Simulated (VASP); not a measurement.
A run of VASP 6.6.1 is set up as follows.

Contents of INCAR:

```
  ALGO = Normal
  EDIFF = 1E-6
  ENCUT = 1330
  GGA_COMPAT = F
  ISIF = 2
  ISMEAR = 0
  LASPH = T
  LCHARG = F
  LREAL = F
  LWAVE = F
  NBANDS = 16
  NELM = 120
  PREC = Accurate
  SIGMA = 0.1
```

File KPOINTS:

```
k-points
0
Gamma
  14 14 14
```

Contents of POSCAR:

```
TiN
1.0
    0.0000000000      2.0859620324      2.0859620324
    2.0859620324      0.0000000000      2.0859620324
    2.0859620324      2.0859620324      0.0000000000
Ti N
1 1
Direct
    0.0000000000      0.0000000000      0.0000000000
    0.5000000000      0.5000000000      0.5000000000
```

Potentials or basis: VASP PAW LDA potentials, release 64 (Ti_sv, N_h).

The run is started by

```sh
$ cat potpaw_LDA.64/Ti_sv/POTCAR potpaw_LDA.64/N_h/POTCAR > POTCAR
$ mpirun -np 1 vasp_std > vasp.out
```

(1) Estimate the band gap on the k mesh.

(2) What does it give for the pressure?

## Answers

(1) zero (an odd number of electrons rules out a gap without spin polarisation).

(2) 0.9 GPa.

Caveat: an odd number of electrons without spin polarisation forces a metal; a magnetic or distorted state may lie lower.
